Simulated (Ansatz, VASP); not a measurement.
# Ni: VASP beside Ansatz

INCAR

```
SYSTEM = Ni
  PREC = Accurate
  ENCUT = 520
  EDIFF = 1E-7
  ISMEAR = -1
  SIGMA = 0.05
  LREAL = .False.
  LASPH = .True.
  NELM = 150
  ALGO = Normal
  ISIF = 2
  LWAVE = .False.
  LCHARG = .False.
  ISPIN = 2
  MAGMOM = 1 1
  LORBIT = 11
  LMAXMIX = 4
  NBANDS = 21
```

Contents of KPOINTS:

```
regular mesh
0
Gamma
  12 12 7
  0 0 0
```

POSCAR

```
Ni
1.0
    2.4642354424      0.0000000000      0.0000000000
   -1.2321177212      2.1340904941      0.0000000000
    0.0000000000      0.0000000000      4.0997805916
Ni
2
Direct
    0.6666666667      0.3333333333      0.7500000000
    0.3333333333      0.6666666667      0.2500000000
```

input.yaml

```yaml
crystal:
  lattice:
    - [2.4642354424, 0.0, 0.0]
    - [-1.2321177212, 2.1340904941, 0.0]
    - [0.0, 0.0, 4.0997805916]
  atoms:
    - { symbol: Ni, position: [0.6666666667, 0.3333333333, 0.75], spin: 1.0 }
    - { symbol: Ni, position: [0.3333333333, 0.6666666667, 0.25], spin: 1.0 }
kpoints:
  mp_grid: { grid: [12, 12, 7] }
scf:
  occupations: { method: fermi_dirac, width: 0.05 }
hamiltonian:
  xc: lda
  pseudopotentials: { kind: all_electron, lapw: { basis_error: 0.001 } }
magnetization:
  spin_polarized: true
output:
  forces: true
  stress: true
  eigenvalues: true
```

Change from the starting cell: volume scaled by 1.02.

Alike in both runs: task single point; functional LDA; k mesh 12 × 12 × 7; occupations fermi-dirac, width 0.05 eV; collinear spin.

|  | VASP | Ansatz |
| --- | --- | --- |
| version | VASP 6.6.1 | Ansatz 0.2.0 |
| potentials or method | VASP PAW LDA potentials, release 64 (Ni), cutoff 520 eV | all-electron LAPW, scalar-relativistic |

```csv
,VASP,Ansatz,Ansatz less VASP
gap on the k mesh at the Fermi level (eV),none,none,-
pressure (GPa),-14.6,-14.7,-0.06
"traceless stress, the component that is largest in VASP (GPa)",-2.06,-2.24,-0.178
net moment per atom (μB),0.59,0.63,+0.035
size of the moment on the site where the two differ most (μB),0.60,0.65,+0.050
```

LDA's correlation is that of Perdew and Zunger in VASP and of Perdew and Wang (1992) in Ansatz. Site moments also hang on the region over which each program counts them. A gap of «none» marks a metal or a gap that the smearing closes. Ansatz ran all-electron here, and VASP with PAW potentials.
